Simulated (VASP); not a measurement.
# Ni (Im-3m) in VASP: further runs, part 2 of 2

VASP 6.6.1.

## Step 3: Single point, PBEsol, collinear spin, ferromagnetic start (volume scaled by 0.8)

INCAR reads:

```
ALGO = Normal
EDIFF = 1E-6
ENCUT = 520
GGA = PS
ISIF = 2
ISMEAR = -1
ISPIN = 2
LASPH = True
LCHARG = False
LMAXMIX = 4
LORBIT = 11
LREAL = False
LWAVE = False
MAGMOM = 1
NBANDS = 15
NELM = 150
PREC = Accurate
SIGMA = 0.08
```

KPOINTS reads:

```
k-points
0
Gamma
  21 21 21
```

POSCAR reads:

```
Ni
1.0
   -1.2793305504      1.2793305504      1.2793305504
    1.2793305504     -1.2793305504      1.2793305504
    1.2793305504      1.2793305504     -1.2793305504
Ni
1
Direct
    0.0000000000      0.0000000000      0.0000000000
```

Potentials or basis: VASP PAW PBE potentials, release 64 (Ni).

Command:

```sh
$ cat potpaw_PBE.64/Ni/POTCAR > POTCAR
$ mpirun -np 1 vasp_std > vasp.out
```

OUTCAR:

```text
EDIFF = 1E-6
   ENCUT = 520
   GGA = PS
   ISIF = 2
   ISMEAR = -1
   ISPIN = 2
   LASPH = True
   LORBIT = 11
   LREAL = False
   NELM = 150
   PREC = Accurate

 ion  position               nearest neighbor table
   1  0.000  0.000  0.000-

  LATTYP: Found a body centered cubic cell.
 ALAT       =     2.5586611008

  Lattice vectors:

 A1 = (  -1.2793305504,   1.2793305504,   1.2793305504)
 A2 = (   1.2793305504,  -1.2793305504,   1.2793305504)
 A3 = (   1.2793305504,   1.2793305504,  -1.2793305504)

Analysis of symmetry for initial positions (statically):
=====================================================================
 Subroutine PRICEL returns:
 Original cell was already a primitive cell.

 Routine SETGRP: Setting up the symmetry group for a
 body centered cubic supercell.

 Subroutine GETGRP returns: Found 48 space group operations
 (whereof 48 operations were pure point group operations)
 out of a pool of 48 trial point group operations.

The static configuration has the point symmetry O_h .

Analysis of symmetry for dynamics (positions and initial velocities):
=====================================================================
 Subroutine PRICEL returns:
 Original cell was already a primitive cell.

 Routine SETGRP: Setting up the symmetry group for a
 body centered cubic supercell.

 Subroutine GETGRP returns: Found 48 space group operations
 (whereof 48 operations were pure point group operations)
 out of a pool of 48 trial point group operations.

The dynamic configuration has the point symmetry O_h .

Analysis of structural, dynamic, and magnetic symmetry:
=====================================================================
 Subroutine PRICEL returns:
 Original cell was already a primitive cell.

 Routine SETGRP: Setting up the symmetry group for a
 body centered cubic supercell.

 Subroutine GETGRP returns: Found 48 space group operations
 (whereof 48 operations were pure point group operations)
 out of a pool of 48 trial point group operations.

The overall configuration has the point symmetry O_h .

 Subroutine INISYM returns: Found 48 space group operations
 (whereof 48 operations are pure point group operations),
 and found     1 'primitive' translations

----------------------------------------------------------------------------------------

                                     Primitive cell

  volume of cell :       8.3755

  direct lattice vectors                    reciprocal lattice vectors
    -1.279330550  1.279330550  1.279330550     0.000000000  0.390829407  0.390829407
     1.279330550 -1.279330550  1.279330550     0.390829407  0.000000000  0.390829407
     1.279330550  1.279330550 -1.279330550     0.390829407  0.390829407  0.000000000

  length of vectors
     2.215865513  2.215865513  2.215865513     0.552716248  0.552716248  0.552716248

  position of ions in fractional coordinates (direct lattice)
     0.000000000  0.000000000  0.000000000

  ion indices of the primitive-cell ions
   primitive index   ion index
                 1           1

----------------------------------------------------------------------------------------

 KPOINTS: k-points

Automatic generation of k-mesh.
 Grid dimensions read from file:
 generate k-points for:   21   21   21

 Generating k-lattice:

  Cartesian coordinates                     Fractional coordinates (reciprocal lattice)
     0.000000000  0.018610924  0.018610924     0.047619048  0.000000000  0.000000000
     0.018610924  0.000000000  0.018610924     0.000000000  0.047619048  0.000000000
[... 66 lines left out ...]
   POTIM  = 0.5000    time-step for ionic-motion
   TEBEG  =    0.0;   TEEND  =   0.0 temperature during run
   PSTRESS=    0.0 pullay stress
   NELECT =      10.0000    total number of electrons
   NUPDOWN=      -1.0000    fix difference up-down
   EMIN   =  10.00;   EMAX   =-10.00  energy-range for DOS
   EFERMI =   0.00;   METHOD = LEGACY
   ISMEAR =    -1;   SIGMA  =   0.08  broadening in eV -4-tet -1-fermi 0-gaus
   EFERMI_NEDOS =   21; number of points for ismear=-14 and -15
   IALGO  =     38    algorithm
   IMIX   =      4    mixing-type and parameters
     AMIX     =   0.40;   BMIX     =  1.00
     AMIX_MAG =   1.60;   BMIX_MAG =  1.00
  volume/ion in A,a.u.               =       8.38        56.52
  Fermi-wavevector in a.u.,A,eV,Ry     =   1.736756  3.281992 41.039529  3.016320
  Thomas-Fermi vector in A             =   2.810110
   LORBIT       =     11    0 simple, 1 ext, 2 COOP (PROOUT), +10 PAW based schemes
   GGA     = PS    functional components
   LHFCALC =     F    Hartree Fock is set to
   AEXX    =    0.0000 exact exchange contribution
   IVDW    =     0    specifies the selected vdW correction
   LEPSILON=     F    determine dielectric tensor
   LRPA    =     F    only Hartree local field effects (RPA)
 spin polarized calculation
  energy-cutoff  :      520.00
  volume of cell :        8.38
 maximum number of plane-waves:       236
   NGX =  9   NGY =  9   NGZ =  9

 number of electron      10.0000016 magnetization       0.0091767

 number of electron      10.0000016 magnetization      -0.0000127

 Free energy of the ion-electron system (eV)
  ---------------------------------------------------
  ext. energy  EPLUGINS =         0.00000000
  ---------------------------------------------------
  free energy    TOTEN  =        -5.62372658 eV

  energy without entropy =       -5.59398802  energy(sigma->0) =       -5.60885730

 E-fermi :  13.2823     XC(G=0): -15.0611

 val. band max:       13.2807981262   @ k =  -0.3810   0.4286   0.2381
 cond. band min:      13.2848552808   @ k =  -0.4762   0.4762   0.4286
 fundamental gap:      0.0040571546
 Fermi energy:        13.2823285730

 spin component 1

 k-point     1 :       0.0000    0.0000    0.0000
  band No.  band energies     occupation
      1       2.4185      1.00000
      2      10.4990      1.00000
      3      10.4990      1.00000
      4      10.4990      1.00000
      5      12.4480      0.99997
      6      12.4480      0.99997
      7      42.4031      0.00000
      8      42.4031      0.00000
      9      42.4031      0.00000
     10      49.4210      0.00000
     11      49.4210      0.00000
     12      52.9616      0.00000
     13      52.9616      0.00000
     14      52.9617      0.00000
[... 403 lines left out ...]
      4      12.0284      1.00000
      5      12.1923      1.00000
      6      12.6308      0.99971
      7      32.8380      0.00000
      8      36.2549      0.00000
      9      41.1400      0.00000
     10      43.1585      0.00000
     11      48.5442      0.00000
     12      49.7458      0.00000
     13      56.0315      0.00000
     14      57.0763      0.00000
     15      59.1307      0.00000

 [... further k-points ...]

 spin component 2

 k-point     1 :       0.0000    0.0000    0.0000
  band No.  band energies     occupation
      1       2.4185      1.00000
      2      10.4989      1.00000
      3      10.4989      1.00000
      4      10.4989      1.00000
      5      12.4480      0.99997
      6      12.4480      0.99997
      7      42.4031      0.00000
      8      42.4031      0.00000
      9      42.4031      0.00000
     10      49.4211      0.00000
     11      49.4211      0.00000
     12      52.9616      0.00000
     13      52.9616      0.00000
     14      52.9616      0.00000
[... 403 lines left out ...]
      4      12.0284      1.00000
      5      12.1922      1.00000
      6      12.6308      0.99971
      7      32.8381      0.00000
      8      36.2549      0.00000
      9      41.1400      0.00000
     10      43.1585      0.00000
     11      48.5442      0.00000
     12      49.7458      0.00000
     13      56.0315      0.00000
     14      57.0763      0.00000
     15      59.1307      0.00000

 [... further k-points ...]
[... 5 lines left out ...]
  --------------------------------------------------------------------------------------
  -------------------------------------------------------------------------------------
  Total        4.3123534      4.3123534      4.3123534     -0.0000000      0.0000000     -0.0000000
  in kB      824.9291020    824.9291020    824.9291020     -0.0000000      0.0000000     -0.0000000
  external PRESSURE =     824.9291020 kB  Pullay stress =       0.0000000 kB

 VOLUME and BASIS-vectors are now :
 -----------------------------------------------------------------------------
  energy-cutoff  :      520.00
  volume of cell :        8.38
      direct lattice vectors                 reciprocal lattice vectors
    -1.279330550  1.279330550  1.279330550     0.000000000  0.390829407  0.390829407
     1.279330550 -1.279330550  1.279330550     0.390829407  0.000000000  0.390829407
     1.279330550  1.279330550 -1.279330550     0.390829407  0.390829407  0.000000000

 POSITION                                       TOTAL-FORCE (eV/Angst)
 -----------------------------------------------------------------------------------
      0.00000      0.00000      0.00000         0.000000      0.000000      0.000000
 -----------------------------------------------------------------------------------
    total drift:                                0.000000      0.000000     -0.000000

  FREE ENERGIE OF THE ION-ELECTRON SYSTEM (eV)
  ---------------------------------------------------
  free  energy   TOTEN  =        -5.6237265823 eV

  energy  without entropy=       -5.5939880248  energy(sigma->0) =       -5.60885730

 total charge

# of ion       s       p       d       tot
------------------------------------------
    1        0.625   0.778   8.523   9.927

 magnetization (x)

# of ion       s       p       d       tot
------------------------------------------
    1        0.000   0.000  -0.000  -0.000
```

OSZICAR:

```text
N       E                     dE             d eps       ncg     rms          rms(c)
DAV:   1     0.329030612771E+02    0.32903E+02   -0.41450E+03 18570   0.913E+02
DAV:   2    -0.536577952514E+01   -0.38269E+02   -0.35659E+02 19316   0.171E+02
DAV:   3    -0.660532544709E+01   -0.12395E+01   -0.12286E+01 21437   0.299E+01
DAV:   4    -0.660988554284E+01   -0.45601E-02   -0.45595E-02 20852   0.176E+00
DAV:   5    -0.660990628222E+01   -0.20739E-04   -0.20739E-04 21894   0.109E-01    0.148E+01
DAV:   6    -0.575774581189E+01    0.85216E+00   -0.77845E+00 22732   0.335E+01    0.498E+00
DAV:   7    -0.564892055654E+01    0.10883E+00   -0.67564E-01 19693   0.937E+00    0.324E+00
DAV:   8    -0.562338502631E+01    0.25536E-01   -0.46198E-02 25240   0.154E+00    0.552E-01
DAV:   9    -0.562306947711E+01    0.31555E-03   -0.75675E-04 23187   0.275E-01    0.265E-01
DAV:  10    -0.562328235083E+01   -0.21287E-03   -0.30646E-04 24089   0.175E-01    0.158E-01
DAV:  11    -0.562367526143E+01   -0.39291E-03   -0.16610E-03 22865   0.407E-01    0.524E-02
DAV:  12    -0.562371604145E+01   -0.40780E-04   -0.12502E-04 26400   0.108E-01    0.318E-02
DAV:  13    -0.562372292237E+01   -0.68809E-05   -0.50974E-06 18312   0.185E-02    0.199E-02
DAV:  14    -0.562372656099E+01   -0.36386E-05   -0.31657E-05 23243   0.561E-02    0.205E-03
DAV:  15    -0.562372658234E+01   -0.21354E-07   -0.19009E-07 11947   0.484E-03
   1 F= -.56237266E+01 E0= -.56088573E+01  d E =-.297386E-01  mag=    -0.0001
```

stdout:

```text
POSCAR found type information on POSCAR Ni
 POSCAR found :  1 types and       1 ions
 scaLAPACK will be used
 -----------------------------------------------------------------------------
|                                                                             |
|                                                                             |
|     You enforced a specific xc type in the INCAR file but a different       |
|     I HOPE YOU KNOW WHAT YOU ARE DOING!                                     |
|                                                                             |
 -----------------------------------------------------------------------------

 LDA part: xc-table for (Slater+PW92), standard interpolation
 POSCAR, INCAR and KPOINTS ok, starting setup
 FFT: planning ... GRIDC
 FFT: planning ... GRID_SOFT
 FFT: planning ... GRID
 WAVECAR not read
 entering main loop
```

Run time: 20 s. Hardware: 1 thread of Intel Xeon 6975P-C (Granite Rapids), shared host; peak memory 0.16 GiB.

Results:

```yaml
Free_energy: -5.6237 eV
Pressure: 82.5 GPa
Band_gap_on_the_k_mesh: zero (filled and empty bands overlap)
Net_moment: 0.00 μB per cell
Valence_electrons_inside_the_program's_atomic_spheres: Ni 9.93
```

Caveat: the PAW data sets were made with another functional, which shifts forces and pressure a little.

## Step 4: Single point, PBEsol, collinear spin, ferromagnetic start (volume scaled by 0.8)

INCAR reads:

```
SYSTEM = Ni
PREC = Accurate
ENCUT = 520
EDIFF = 1E-6
ISMEAR = -1
SIGMA = 0.08
LREAL = .False.
LASPH = .True.
NELM = 150
ALGO = Normal
ISIF = 2
LWAVE = .False.
LCHARG = .False.
ISPIN = 2
MAGMOM = 1
LORBIT = 11
LMAXMIX = 4
GGA = PS
NBANDS = 15
```

KPOINTS reads:

```
Automatic mesh
0
Gamma
  21 21 21
  0 0 0
```

POSCAR is that of step 3.

Command:

```sh
$ cat potpaw_PBE.64/Ni/POTCAR > POTCAR
$ mpirun -np 1 vasp_std > vasp.out
```

It took 24 s on 1 thread of Intel Xeon 6975P-C (Granite Rapids), shared host; peak memory 0.16 GiB.

The run converged. Its results:

```
Free energy                                           : -5.6237 eV
Pressure                                              : 82.5 GPa
Band gap on the k mesh                                : zero (filled and empty bands overlap)
Net moment                                            : 0.00 μB per cell
Valence electrons inside the program's atomic spheres : Ni 9.93
```

Levels at points of the mesh, in eV from the Fermi level:
Spin up:
```csv
k point,band 3,band 4,band 5,band 6,band 7,band 8
"(0.00, 0.00, 0.00)",-2.78,-2.78,-0.83,-0.83,29.12,29.12
```
Spin down:
| k point | band 2 | band 3 | band 4 | band 5 | band 6 | band 7 | band 8 | band 9 |
| --- | --- | --- | --- | --- | --- | --- | --- | --- |
| (0.00, 0.00, 0.00) | -2.78 | -2.78 | -2.78 | -0.83 | -0.83 | 29.12 | 29.12 | 29.12 |

Caveat: the PAW data sets were made with another functional, which shifts forces and pressure a little.

## Step 5: Single point, PBEsol, collinear spin, ferromagnetic start (volume scaled by 0.9)

INCAR reads:

```
SYSTEM = Ni
ALGO = Normal ; EDIFF = 1E-7
ENCUT = 520 ; GGA = PS
ISIF = 2 ; ISMEAR = -1
ISPIN = 2 ; LASPH = .TRUE.
LCHARG = .FALSE. ; LMAXMIX = 4
LORBIT = 11 ; LREAL = .FALSE.
LWAVE = .FALSE. ; MAGMOM = 1
NBANDS = 15 ; NELM = 150
PREC = Accurate ; SIGMA = 0.08
```

KPOINTS reads:

```
k-points
0
G
  21 21 21
  0 0 0
```

POSCAR reads:

```
Ni
1.0
   -1.3305573911      1.3305573911      1.3305573911
    1.3305573911     -1.3305573911      1.3305573911
    1.3305573911      1.3305573911     -1.3305573911
Ni
1
Direct
    0.0000000000      0.0000000000      0.0000000000
```

Potentials or basis: VASP PAW PBE potentials, release 64 (Ni).

Command:

```sh
$ cat potpaw_PBE.64/Ni/POTCAR > POTCAR
$ mpirun -np 1 vasp_std > vasp.out
```

OUTCAR:

```text
SYSTEM = Ni
   EDIFF = 1E-7
   ENCUT = 520
   GGA = PS
   ISIF = 2
   ISMEAR = -1
   ISPIN = 2
   LASPH = .TRUE.
   LORBIT = 11
   LREAL = .FALSE.
   NELM = 150
   PREC = Accurate

 ion  position               nearest neighbor table
   1  0.000  0.000  0.000-

  LATTYP: Found a body centered cubic cell.
 ALAT       =     2.6611147822

  Lattice vectors:
[... 1073 lines left out ...]

  FORCE on cell =-STRESS in cart. coord.  units (eV):
  Direction    XX          YY          ZZ          XY          YZ          ZX
  --------------------------------------------------------------------------------------
  -------------------------------------------------------------------------------------
  Total        1.6601963      1.6601963      1.6601963      0.0000000      0.0000000     -0.0000000
  in kB      282.2989052    282.2989052    282.2989052      0.0000000      0.0000000     -0.0000000
  external PRESSURE =     282.2989052 kB  Pullay stress =       0.0000000 kB

 VOLUME and BASIS-vectors are now :
 -----------------------------------------------------------------------------
  energy-cutoff  :      520.00
  volume of cell :        9.42
      direct lattice vectors                 reciprocal lattice vectors
    -1.330557391  1.330557391  1.330557391     0.000000000  0.375782363  0.375782363
     1.330557391 -1.330557391  1.330557391     0.375782363  0.000000000  0.375782363
     1.330557391  1.330557391 -1.330557391     0.375782363  0.375782363  0.000000000

 POSITION                                       TOTAL-FORCE (eV/Angst)
 -----------------------------------------------------------------------------------
      0.00000      0.00000      0.00000        -0.000000     -0.000000     -0.000000
 -----------------------------------------------------------------------------------
    total drift:                                0.000000      0.000000      0.000000

  FREE ENERGIE OF THE ION-ELECTRON SYSTEM (eV)
  ---------------------------------------------------
  free  energy   TOTEN  =        -5.9675868680 eV

  energy  without entropy=       -5.9318303905  energy(sigma->0) =       -5.94970863

 total charge

# of ion       s       p       d       tot
------------------------------------------
    1        0.560   0.636   8.419   9.614

 magnetization (x)

# of ion       s       p       d       tot
------------------------------------------
    1       -0.000  -0.000   0.017   0.016
```

stdout:

```text
POSCAR found type information on POSCAR Ni
 POSCAR found :  1 types and       1 ions
 scaLAPACK will be used
 -----------------------------------------------------------------------------
|                                                                             |
|                                                                             |
|     You enforced a specific xc type in the INCAR file but a different       |
|     I HOPE YOU KNOW WHAT YOU ARE DOING!                                     |
|                                                                             |
 -----------------------------------------------------------------------------

 LDA part: xc-table for (Slater+PW92), standard interpolation
 POSCAR, INCAR and KPOINTS ok, starting setup
 FFT: planning ... GRIDC
 FFT: planning ... GRID_SOFT
 FFT: planning ... GRID
 WAVECAR not read
 entering main loop
```

Wall time 91 s (1 thread of Intel Xeon 6975P-C (Granite Rapids), shared host); peak memory 0.17 GiB.

What came out:

- Free energy: -5.9676 eV
- Pressure: 28.2 GPa
- Band gap on the k mesh: zero (filled and empty bands overlap)
- Net moment: 0.02 μB per cell
- Valence electrons inside the program's atomic spheres: Ni 9.61

Levels at points of the mesh, in eV from the Fermi level:
Spin up:
```tsv
k point	band 2	band 3	band 4	band 5	band 6	band 7	band 8	band 9
(0.00, 0.00, 0.00)	-2.35	-2.35	-2.35	-0.70	-0.70	27.94	27.94	27.94
```
Spin down:
| k point | band 1 | band 2 | band 3 | band 4 | band 5 | band 6 | band 7 | band 8 | band 9 | band 10 |
| --- | --- | --- | --- | --- | --- | --- | --- | --- | --- | --- |
| (0.00, 0.00, 0.00) | -9.92 | -2.33 | -2.33 | -2.33 | -0.68 | -0.68 | 27.94 | 27.94 | 27.94 | 33.92 |

Caveat: the PAW data sets were made with another functional, which shifts forces and pressure a little.

## Step 6: Overview

```tsv
cell	gap on the mesh (eV)	pressure (GPa)	moment (μB)
a = 2.119 Å, angles 109.5°, 1 atom	none	183.8	0.00
a = 2.216 Å, angles 109.5°, 1 atom	none	82.5	0.00
a = 2.305 Å, angles 109.5°, 1 atom	none	28.2	0.02
```

Alike in all rows: task single point; level PBEsol; potentials or basis VASP PAW PBE potentials, release 64 (Ni); spin collinear, ferromagnetic start; k mesh 21 × 21 × 21; cutoff (eV) 520; smearing fermi-dirac 0.08 eV.

Caveats: the PAW data sets were made with another functional, which shifts forces and pressure a little.

Absolute energies hang on the potentials; compare differences alone.
